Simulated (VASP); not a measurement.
Write the native input for VASP 6.6.1 that does the following.

```yaml
Task: single point
Functional: PBE
Potentials_or_basis: VASP PAW PBE potentials, release 64 (Al, N, O)
Cutoff: 520 eV
k_mesh: 5 × 5 × 1
Occupations: gaussian, width 0.1 eV
Spin: collinear spin, ferromagnetic start
Starting_moments: "[0.0, 0.0, 0.0, 0.0, 0.0, 0.0, 0.0, 0.0, 0.0, 0.0, 0.0, 0.0, 1.0, 0.0] μB"
Dipole_correction: yes
Further_INCAR_settings: ALGO = Normal; EDIFF = 1e-06; NBANDS = 40
```

The structure of Al12NO lies in POSCAR:

```
Al12NO
1.0
    5.7143028096      0.0000000000      0.0000000000
    0.0000000000      5.7143028096      0.0000000000
    0.0000000000      0.0000000000     22.1750227966
Al N O
12 1 1
Direct
    0.2500000000      0.2500000000      0.1803831291
    0.2500000000      0.7500000000      0.1803831291
    0.7500000000      0.2500000000      0.1803831291
    0.7500000000      0.7500000000      0.1803831291
    0.0000000000      0.0000000000      0.2744094953
    0.0000000000      0.5000000000      0.2744094953
    0.5000000000      0.0000000000      0.2744094953
    0.5000000000      0.5000000000      0.2744094953
    0.2500000000      0.2500000000      0.3686590481
    0.2500000000      0.7500000000      0.3686590481
    0.7500000000      0.2500000000      0.3686590481
    0.7500000000      0.7500000000      0.3686590481
    0.2685631924      0.5000000000      0.4191663243
    0.7314368076      0.5000000000      0.4191663243
```

One way to write it, as run:

INCAR

```
SYSTEM = Al12NO
ALGO = Normal ; DIPOL = 0.5 0.5 0.295
EDIFF = 1E-6 ; ENCUT = 520
GGA = PE ; IDIPOL = 3
ISIF = 2 ; ISMEAR = 0
ISPIN = 2 ; LASPH = .True.
LCHARG = .False. ; LDIPOL = .True.
LORBIT = 11 ; LREAL = .False.
LWAVE = .False. ; MAGMOM = 0 0 0 0 0 0 0 0 0 0 0 0 1 0
NBANDS = 40 ; NELM = 150
PREC = Accurate ; SIGMA = 0.1
```

KPOINTS

```
k-points
0
Gamma
  5 5 1
  0 0 0
```

Potentials or basis: VASP PAW PBE potentials, release 64 (Al, N, O).

Launch:

```bash
$ cat potpaw_PBE.64/Al/POTCAR potpaw_PBE.64/N/POTCAR potpaw_PBE.64/O/POTCAR > POTCAR
$ mpirun -np 1 vasp_std > vasp.out
```

It gave:

- Largest force: 1.588 eV/Å
- Net moment: 0.33 μB per cell
- Site moments: Al -0.00, +0.00 (each value once); N +0.22; O +0.08 μB
- Valence electrons inside the program's atomic spheres: Al 0.76, 0.75, 0.77, 0.79 (each value once); N 3.60; O 4.99

Run time: 30 min on 1 thread of Oxide Virtual Turin-like Processor, on a shared host, peak memory 1 GiB.
